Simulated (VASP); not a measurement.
# Si16O (a cell with a defect) in VASP: a series of runs

Si16O (a cell with a defect) is run at these levels: PBE+D3(BJ); tasks: single point.

Everything below comes from runs of VASP 6.6.1. Logs are shortened: lines on timing, memory, paths and dates and some standing lists are left out, and cuts for length are marked.

### 1 The cell of the first run

The cell holds a defect, 17 atoms: a = 7.679 Å, b = 7.679 Å, c = 7.679 Å, α = 60.00°, β = 60.00°, γ = 60.00°.

### 2 Single point, PBE+D3(BJ), collinear spin, ferromagnetic start

The input, INCAR:

```
SYSTEM = Si16O
  PREC = Accurate
  ENCUT = 520
  EDIFF = 1E-7
  ISMEAR = -1
  SIGMA = 0.05
  LREAL = Auto
  LASPH = .TRUE.
  NELM = 150
  ALGO = Normal
  ISIF = 2
  LWAVE = .FALSE.
  LCHARG = .FALSE.
  ISPIN = 2
  MAGMOM = 0 0 0 0 0 0 0 0 0 0 0 0 0 0 0 0 1
  LORBIT = 11
  GGA = PE
  IVDW = 12
  NBANDS = 53
```

The input, KPOINTS:

```
Automatic mesh
0
G
  2 2 2
  0 0 0
```

The input, POSCAR:

```
Si16O
1.0
    0.0000000000      5.4300000000      5.4300000000
    5.4300000000      0.0000000000      5.4300000000
    5.4300000000      5.4300000000      0.0000000000
Si O
16 1
Direct
    0.0293738490      0.0259852670     -0.0067587477
    0.1519244936      0.0862523020      0.1706537753
   -0.0314825046     -0.0422928177      0.5300460405
    0.2243186004     -0.0710220994      0.6630478821
   -0.0290699816      0.4756077348      0.0216114180
    0.1377992634      0.6001381215      0.1125874770
    0.0044014733      0.4049171271      0.4815469613
    0.0449815838      0.5852578269      0.6455524862
    0.5263075506      0.0030110497      0.0643738490
    0.6572836096      0.1752762431      0.1197329650
    0.5012707182      0.1367955801      0.4723572744
    0.6321546961      0.1872375691      0.6668324125
    0.5187016575      0.5340055249     -0.0444290976
    0.5768968692      0.6396961326      0.1774493554
    0.4003775322      0.5087937385      0.5022744015
    0.6060773481      0.6998895028      0.5774217311
    0.8082136280      0.3116574586      0.5510497238
```

Potentials or basis: VASP PAW PBE potentials, release 64 (Si, O).

On the command line:

```
> cat potpaw_PBE.64/Si/POTCAR potpaw_PBE.64/O/POTCAR > POTCAR
> mpirun -np 1 vasp_std > vasp.out
```

OUTCAR:

```text
SYSTEM = Si16O
   PREC = Accurate
   ENCUT = 520
   EDIFF = 1E-7
   ISMEAR = -1
   LREAL = Auto
   LASPH = .TRUE.
   NELM = 150
   ISIF = 2
   ISPIN = 2
   LORBIT = 11
   GGA = PE
   IVDW = 12
 IVDW          = 12

 ion  position               nearest neighbor table
   1  0.029  0.026  0.993-   2 2.30  10 2.34   4 2.49   6 2.70
   2  0.152  0.086  0.171-   1 2.30   3 2.31   9 2.38   5 2.49
   3  0.969  0.958  0.530-   2 2.31  12 2.34   8 2.37  17 2.41   4 2.51
   4  0.224  0.929  0.663-  16 2.49   1 2.49   3 2.51  11 2.68   7 3.04   6 3.07
   5  0.971  0.476  0.022-   8 2.40   6 2.42   2 2.49  14 2.50
   6  0.138  0.600  0.113-   7 2.39   5 2.42  13 2.42   1 2.70   4 3.07
   7  0.004  0.405  0.482-  17 1.72   6 2.39   8 2.48  16 2.74   4 3.04
   8  0.045  0.585  0.646-  15 2.25   3 2.37   5 2.40   7 2.48
   9  0.526  0.003  0.064-  10 2.29  14 2.35   2 2.38  12 2.52
  10  0.657  0.175  0.120-  11 2.27  13 2.29   9 2.29   1 2.34
  11  0.501  0.137  0.472-  10 2.27  12 2.42  15 2.66   4 2.68  16 2.79
  12  0.632  0.187  0.667-  17 1.66   3 2.34  15 2.37  11 2.42   9 2.52
  13  0.519  0.534  0.956-  10 2.29  16 2.39   6 2.42  14 2.50
  14  0.577  0.640  0.177-  15 2.13   9 2.35   5 2.50  13 2.50
  15  0.400  0.509  0.502-  14 2.13   8 2.25  12 2.37  11 2.66  16 3.01
  16  0.606  0.700  0.577-  13 2.39   4 2.49   7 2.74  11 2.79  15 3.01
  17  0.808  0.312  0.551-  12 1.66   7 1.72   3 2.41

  LATTYP: Found a face centered cubic cell.
 ALAT       =    10.8600000000

  Lattice vectors:

 A1 = (   0.0000000000,   5.4300000000,   5.4300000000)
 A2 = (   5.4300000000,   0.0000000000,   5.4300000000)
 A3 = (   5.4300000000,   5.4300000000,   0.0000000000)

Analysis of symmetry for initial positions (statically):
=====================================================================
 Subroutine PRICEL returns:
 Original cell was already a primitive cell.

 Routine SETGRP: Setting up the symmetry group for a
 face centered cubic supercell.

 Subroutine GETGRP returns: Found  1 space group operations
 (whereof  1 operations were pure point group operations)
 out of a pool of 48 trial point group operations.

The static configuration has the point symmetry C_1 .

Analysis of symmetry for dynamics (positions and initial velocities):
=====================================================================
 Subroutine PRICEL returns:
 Original cell was already a primitive cell.

 Routine SETGRP: Setting up the symmetry group for a
 face centered cubic supercell.

 Subroutine GETGRP returns: Found  1 space group operations
 (whereof  1 operations were pure point group operations)
 out of a pool of 48 trial point group operations.

The dynamic configuration has the point symmetry C_1 .

Analysis of structural, dynamic, and magnetic symmetry:
=====================================================================
 Subroutine PRICEL returns:
 Original cell was already a primitive cell.

 Routine SETGRP: Setting up the symmetry group for a
 face centered cubic supercell.

 Subroutine GETGRP returns: Found  1 space group operations
 (whereof  1 operations were pure point group operations)
 out of a pool of 48 trial point group operations.

The overall configuration has the point symmetry C_1 .

 Subroutine INISYM returns: Found  1 space group operations
 (whereof  1 operations are pure point group operations),
 and found     1 'primitive' translations

----------------------------------------------------------------------------------------

                                     Primitive cell

  volume of cell :     320.2060

  direct lattice vectors                    reciprocal lattice vectors
     0.000000000  5.430000000  5.430000000    -0.092081031  0.092081031  0.092081031
     5.430000000  0.000000000  5.430000000     0.092081031 -0.092081031  0.092081031
     5.430000000  5.430000000  0.000000000     0.092081031  0.092081031 -0.092081031

  length of vectors
     7.679179644  7.679179644  7.679179644     0.159489025  0.159489025  0.159489025

  position of ions in fractional coordinates (direct lattice)
     0.029373849  0.025985267  0.993241252
     0.151924494  0.086252302  0.170653775
     0.968517495  0.957707182  0.530046040
     0.224318600  0.928977901  0.663047882
     0.970930018  0.475607735  0.021611418
     0.137799263  0.600138122  0.112587477
[... 9 lines left out ...]
     0.606077348  0.699889503  0.577421731
     0.808213628  0.311657459  0.551049724

  ion indices of the primitive-cell ions
   primitive index   ion index
                 1           1
                 2           2
                 3           3
                 4           4
                 5           5
                 6           6
[... 9 lines left out ...]
                16          16
                17          17

----------------------------------------------------------------------------------------

 KPOINTS: Automatic mesh

Automatic generation of k-mesh.
 Grid dimensions read from file:
 generate k-points for:    2    2    2

 Generating k-lattice:

  Cartesian coordinates                     Fractional coordinates (reciprocal lattice)
    -0.046040516  0.046040516  0.046040516     0.500000000  0.000000000  0.000000000
     0.046040516 -0.046040516  0.046040516     0.000000000  0.500000000  0.000000000
     0.046040516  0.046040516 -0.046040516     0.000000000  0.000000000  0.500000000

  Length of vectors
     0.079744512  0.079744512  0.079744512

  Shift w.r.t. Gamma in fractional coordinates (k-lattice)
     0.000000000  0.000000000  0.000000000

 Subroutine IBZKPT returns following result:
 ===========================================

 Found      8 irreducible k-points:

 Following reciprocal coordinates:
            Coordinates               Weight
  0.000000  0.000000  0.000000      1.000000
  0.500000  0.000000  0.000000      1.000000
  0.000000  0.500000  0.000000      1.000000
  0.000000  0.000000  0.500000      1.000000
  0.500000  0.500000  0.500000      1.000000
  0.500000  0.500000  0.000000      1.000000
  0.000000  0.500000  0.500000      1.000000
  0.500000  0.000000  0.500000      1.000000
   k-points           NKPTS =      8   k-points in BZ     NKDIM =      8   number of bands    NBANDS=     53
   number of dos      NEDOS =    301   number of ions     NIONS =     17
[... 11 lines left out ...]
   LNONCOLLINEAR =      F non collinear calculations
   LSORBIT =      F    spin-orbit coupling
   LASPH  =      T    aspherical Exc in radial PAW
   ENCUT  =  520.0 eV  38.22 Ry    6.18 a.u.  14.28 14.28 14.28*2*pi/ulx,y,z
   NELM   =    150;   NELMIN=  2; NELMDL= -5     # of ELM steps
   EDIFF  = 0.1E-06   stopping-criterion for ELM
   LREAL  =      T    real-space projection
   EDIFFG = 0.1E-05   stopping-criterion for IOM
   NSW    =      0    number of steps for IOM
   IBRION =     -1    ionic relax: 0-MD 1-quasi-New 2-CG
   NFREE  =      0    steps in history (QN), initial steepest desc. (CG)
   ISIF   =      2    stress and relaxation
   ISYM   =      2    0-nonsym 1-usesym 2-fastsym
   POTIM  = 0.5000    time-step for ionic-motion
   TEBEG  =    0.0;   TEEND  =   0.0 temperature during run
   PSTRESS=    0.0 pullay stress
   NELECT =      70.0000    total number of electrons
   NUPDOWN=      -1.0000    fix difference up-down
   EMIN   =  10.00;   EMAX   =-10.00  energy-range for DOS
   EFERMI =   0.00;   METHOD = LEGACY
   ISMEAR =    -1;   SIGMA  =   0.05  broadening in eV -4-tet -1-fermi 0-gaus
   EFERMI_NEDOS =   21; number of points for ismear=-14 and -15
   IALGO  =     38    algorithm
   IMIX   =      4    mixing-type and parameters
     AMIX     =   0.40;   BMIX     =  1.00
     AMIX_MAG =   1.60;   BMIX_MAG =  1.00
  volume/ion in A,a.u.               =      18.84       127.11
  Fermi-wavevector in a.u.,A,eV,Ry     =   0.986199  1.863645 13.232857  0.972588
  Thomas-Fermi vector in A             =   2.117562
   LORBIT       =     11    0 simple, 1 ext, 2 COOP (PROOUT), +10 PAW based schemes
   GGA     = PE    functional components
   LHFCALC =     F    Hartree Fock is set to
   AEXX    =    0.0000 exact exchange contribution
   IVDW    =    12    specifies the selected vdW correction
   LEPSILON=     F    determine dielectric tensor
   LRPA    =     F    only Hartree local field effects (RPA)
 spin polarized calculation
  energy-cutoff  :      520.00
  volume of cell :      320.21
 maximum number of plane-waves:      8646
 NGX is ok and might be reduce to    60
   NGX = 29   NGY = 29   NGZ = 29

 number of electron      70.0000000 magnetization       0.0000523

 number of electron      70.0000000 magnetization      -0.0000110

 Free energy of the ion-electron system (eV)
  ---------------------------------------------------
  ext. energy  EPLUGINS =         0.00000000
  ---------------------------------------------------
  free energy    TOTEN  =       -87.51748898 eV

  energy without entropy =      -87.49332722  energy(sigma->0) =      -87.50540810

 E-fermi :   6.3064     XC(G=0):  -9.6658

 val. band max:        6.2788505912   @ k =   0.0000   0.0000   0.0000
 cond. band min:       6.3162025499   @ k =   0.0000   0.0000   0.5000
 fundamental gap:      0.0373519587
 Fermi energy:         6.3064491011

 spin component 1

 k-point     1 :       0.0000    0.0000    0.0000
  band No.  band energies     occupation
      1     -14.8778      1.00000
      2      -5.8119      1.00000
      3      -4.9006      1.00000
      4      -3.7250      1.00000
      5      -3.6676      1.00000
      6      -3.2089      1.00000
[... 39 lines left out ...]
     46       8.0930      0.00000
     47       8.4861      0.00000
[... 308 lines left out ...]
      6      -3.6889      1.00000
[... 39 lines left out ...]
     46       9.6999      0.00000
     47       9.9060      0.00000
 Fermi energy:         6.3064491011

 spin component 2

 k-point     1 :       0.0000    0.0000    0.0000
  band No.  band energies     occupation
      1     -14.8778      1.00000
      2      -5.8119      1.00000
      3      -4.9006      1.00000
      4      -3.7250      1.00000
      5      -3.6676      1.00000
      6      -3.2089      1.00000
[... 39 lines left out ...]
     46       8.0930      0.00000
     47       8.4861      0.00000
[... 308 lines left out ...]
      6      -3.6889      1.00000
[... 39 lines left out ...]
     46       9.6999      0.00000
     47       9.9060      0.00000
 [bands above 47 left out]

------------------------ aborting loop because EDIFF is reached ----------------------------------------

 Edisp (eV)   -5.31321

 E8    (eV) :    -2.1779

  FORCE on cell =-STRESS in cart. coord.  units (eV):
  Direction    XX          YY          ZZ          XY          YZ          ZX
  --------------------------------------------------------------------------------------
  -------------------------------------------------------------------------------------
  Total      -1.53589    -1.12320    -4.16402    -0.42577    -2.04560    -2.99757
  in kB      -7.68497    -5.62003   -20.83504    -2.13036   -10.23533   -14.99858
  external pressure =      -11.38 kB  Pullay stress =        0.00 kB

 VOLUME and BASIS-vectors are now :
 -----------------------------------------------------------------------------
  energy-cutoff  :      520.00
  volume of cell :      320.21
      direct lattice vectors                 reciprocal lattice vectors
     0.000000000  5.430000000  5.430000000    -0.092081031  0.092081031  0.092081031
     5.430000000  0.000000000  5.430000000     0.092081031 -0.092081031  0.092081031
     5.430000000  5.430000000  0.000000000     0.092081031  0.092081031 -0.092081031

 POSITION                                       TOTAL-FORCE (eV/Angst)
 -----------------------------------------------------------------------------------
      5.53440      5.55280      0.30060        -1.734948      0.471456     -0.835897
      1.39500      1.75160      1.29330         0.426972     -0.768201      1.001954
      8.07850      8.13720     10.45940        -0.764205      0.948758     -0.426753
      8.64470      4.81840      6.26240         0.763893     -0.562269      0.655078
      2.69990      5.38950      7.85470         0.258564      0.336776     -0.225411
      3.87010      1.35960      4.00700         0.219650     -0.481601      0.160249
[... 9 lines left out ...]
      6.93580      6.42640      7.09140         0.921280     -0.603392     -0.055855
      4.68450      7.38080      6.08090         0.433059      0.981836      2.080932
 -----------------------------------------------------------------------------------
    total drift:                               -0.001855      0.004966      0.005620

  FREE ENERGIE OF THE ION-ELECTRON SYSTEM (eV)
  ---------------------------------------------------
  free  energy   TOTEN  =       -92.8307018636 eV

  energy  without entropy=      -92.8065401058  energy(sigma->0) =      -92.81862098

 total charge

# of ion       s       p       d       tot
------------------------------------------
    1        0.769   0.858   0.000   1.627
    2        0.752   0.919   0.000   1.671
    3        0.786   0.869   0.000   1.655
    4        0.802   0.757   0.000   1.559
    5        0.757   0.860   0.000   1.617
    6        0.764   0.852   0.000   1.616
[... 9 lines left out ...]
   16        0.851   0.717   0.000   1.567
   17        1.579   3.563   0.000   5.141
--------------------------------------------------
tot         13.949  17.388   0.000  31.337

 magnetization (x)

# of ion       s       p       d       tot
------------------------------------------
    1        0.000   0.000   0.000   0.000
    2        0.000   0.000   0.000   0.000
    3       -0.000  -0.000   0.000  -0.000
    4        0.000   0.000   0.000   0.000
    5       -0.000  -0.000   0.000  -0.000
    6        0.000   0.000   0.000   0.000
[... 9 lines left out ...]
   16       -0.000  -0.000   0.000  -0.000
   17       -0.000  -0.000   0.000  -0.000
--------------------------------------------------
tot         -0.000  -0.000   0.000  -0.000
```

It took 10 min on 1 thread of Intel Xeon 6975P-C, shared host; peak memory 0.72 GiB.

Results:

```yaml
Free_energy: -92.8307 eV
Pressure: -1.1 GPa
Largest_force: 3.900 eV/Å
Band_gap_on_the_k_mesh: 0.04 eV
Net_moment: 0.00 μB per cell
Valence_electrons_inside_the_program's_atomic_spheres: Si 1.63, 1.67, 1.66, 1.56, 1.62, 1.53, 1.72, 1.61, 1.68, 1.73, 1.57; O 5.14
Dispersion_energy_per_atom: -0.313 eV
```

Forces on the atoms (eV/Å):
```
Si  -1.735  0.471 -0.836
Si   0.427 -0.768  1.002
Si  -0.764  0.949 -0.427
Si   0.764 -0.562  0.655
Si   0.259  0.337 -0.225
Si   0.220 -0.482  0.160
Si  -0.125  0.674  0.224
Si   0.457 -0.385 -0.970
Si  -0.340 -1.287 -0.155
Si  -0.477  0.281  0.300
Si   0.510  0.004 -0.825
Si   0.268  0.412 -1.578
Si   1.214 -0.231 -0.031
Si  -2.819 -1.058  2.479
Si   0.788  1.266 -1.799
Si   0.921 -0.603 -0.056
O    0.433  0.982  2.081
```

Caveat: the k points lie up to 0.50 Å⁻¹ apart.

### 3 Single point, PBE+D3(BJ), collinear spin, ferromagnetic start

The input, INCAR:

```
PREC = Accurate ; ENCUT = 520
EDIFF = 1E-6 ; ISMEAR = -1
SIGMA = 0.05 ; LREAL = Auto
LASPH = T ; NELM = 150
ALGO = Normal ; ISIF = 2
LWAVE = F ; LCHARG = F
ISPIN = 2 ; MAGMOM = 0 0 0 0 0 0 0 0 0 0 0 0 0 0 0 0 1
LORBIT = 11 ; GGA = PE
IVDW = 12 ; NBANDS = 53
```

The input, KPOINTS:

```
regular mesh
0
Gamma
  2 2 2
```

The input, POSCAR:

```
Si16O
1.0
    0.0000000000      5.4300000000      5.4300000000
    5.4300000000      0.0000000000      5.4300000000
    5.4300000000      5.4300000000      0.0000000000
Si O
16 1
Direct
    0.0460128913      0.0286832413     -0.0583333333
    0.1570626151      0.1086832413      0.1454788214
   -0.0388489871     -0.0625138122      0.5544659300
    0.2177624309     -0.0450184162      0.6113904236
   -0.0417955801      0.4716850829      0.0564548803
    0.1733517495      0.5992817680      0.0919152855
    0.0645211786      0.3665653775      0.4794751381
   -0.0169429098      0.5840147330      0.6885267035
    0.5243370166     -0.0045395948      0.0555524862
    0.6609668508      0.1807274401      0.1083517495
    0.4527532228      0.1643554328      0.4830662983
    0.6271086556      0.1723572744      0.6929281768
    0.5283425414      0.5467771639     -0.0631123389
    0.5830847145      0.6119429098      0.1617587477
    0.3672007366      0.4562246777      0.5550092081
    0.6515837937      0.7359484346      0.5663904236
    0.7991344383      0.3720073665      0.5948434622
```

Potentials or basis: VASP PAW PBE potentials, release 64 (Si, O).

On the command line:

```
> cat potpaw_PBE.64/Si/POTCAR potpaw_PBE.64/O/POTCAR > POTCAR
> mpirun -np 1 vasp_std > vasp.out
```

It took 11 min on 1 thread of Intel Xeon 6975P-C, shared host; peak memory 0.71 GiB.

It converged, with:

* Free energy: -92.3873 eV
* Pressure: -2.9 GPa
* Largest force: 2.129 eV/Å
* Band gap on the k mesh: zero (filled and empty bands overlap)
* Net moment: 0.00 μB per cell
* Valence electrons inside the program's atomic spheres: Si 1.58, 1.62, 1.65, 1.61, 1.64, 1.53, 1.67, 1.63, 1.60, 1.71, 1.66; O 4.97
* Dispersion energy per atom: -0.315 eV

Forces in eV/Å, atoms in the order of the input:
```
Si   0.428  1.180 -0.660
Si  -0.019 -0.518 -1.363
Si  -0.767 -1.033  1.064
Si   0.695  0.890  0.850
Si  -0.101 -0.095  0.711
Si   1.188 -1.126 -1.361
Si   0.776 -0.621 -0.802
Si  -0.239  0.777  0.062
Si   0.201  0.461 -0.408
Si  -0.389  0.332 -0.451
Si  -1.914  0.163 -0.474
Si  -0.176  0.297  1.574
Si  -0.429  0.001  0.003
Si   1.618  0.943  0.343
Si   0.201 -0.913  1.457
Si  -0.038 -0.601 -0.422
O   -1.036 -0.136 -0.124
```

Stress tensor (GPa, compression positive):
```
-1.71 -0.77  0.63
-0.77  0.08  0.94
 0.63  0.94 -7.09
```

Levels at points of the mesh, in eV from the Fermi level:
Spin up:
| k point | band 33 | band 34 | band 35 | band 36 | band 37 | band 38 |
| --- | --- | --- | --- | --- | --- | --- |
| (0.00, 0.00, 0.00) | -0.30 | -0.25 | -0.02 | 0.41 | 0.59 | 0.71 |
| (0.50, 0.00, 0.00) | -0.84 | -0.64 | -0.04 | 0.54 | 0.75 | 1.22 |
| (0.00, 0.50, 0.00) | -0.82 | -0.51 | -0.17 | 0.16 | 0.64 | 1.03 |
| (0.00, 0.00, 0.50) | -0.83 | -0.42 | -0.08 | 0.41 | 0.58 | 0.97 |
| (0.50, 0.50, 0.50) | -0.87 | -0.46 | -0.34 | -0.13 | 0.84 | 1.08 |
| (0.50, 0.50, 0.00) | -0.81 | -0.50 | -0.38 | 0.27 | 0.82 | 1.41 |
| (0.00, 0.50, 0.50) | -0.99 | -0.55 | -0.15 | 0.37 | 1.22 | 1.25 |
| (0.50, 0.00, 0.50) | -1.00 | -0.70 | -0.32 | 0.99 | 1.16 | 1.38 |
Spin down:
| k point | band 31 | band 32 | band 33 | band 34 | band 35 | band 36 | band 37 | band 38 | band 39 | band 40 |
| --- | --- | --- | --- | --- | --- | --- | --- | --- | --- | --- |
| (0.00, 0.00, 0.00) | -0.81 | -0.72 | -0.30 | -0.25 | -0.02 | 0.41 | 0.59 | 0.71 | 0.86 | 1.12 |
| (0.50, 0.00, 0.00) | -1.35 | -1.10 | -0.84 | -0.64 | -0.04 | 0.54 | 0.75 | 1.22 | 1.37 | 1.81 |
| (0.00, 0.50, 0.00) | -1.08 | -0.91 | -0.82 | -0.51 | -0.17 | 0.16 | 0.64 | 1.03 | 1.43 | 1.51 |
| (0.00, 0.00, 0.50) | -1.49 | -1.17 | -0.83 | -0.42 | -0.08 | 0.41 | 0.58 | 0.97 | 1.19 | 1.51 |
| (0.50, 0.50, 0.50) | -1.14 | -0.97 | -0.87 | -0.46 | -0.34 | -0.13 | 0.84 | 1.08 | 1.37 | 1.48 |
| (0.50, 0.50, 0.00) | -1.45 | -1.24 | -0.81 | -0.50 | -0.38 | 0.27 | 0.82 | 1.41 | 1.65 | 1.68 |
| (0.00, 0.50, 0.50) | -1.39 | -1.06 | -0.99 | -0.55 | -0.15 | 0.37 | 1.22 | 1.25 | 1.39 | 1.80 |
| (0.50, 0.00, 0.50) | -1.23 | -1.09 | -1.00 | -0.70 | -0.32 | 0.99 | 1.16 | 1.38 | 1.52 | 1.75 |

Caveat: the k points lie up to 0.50 Å⁻¹ apart.
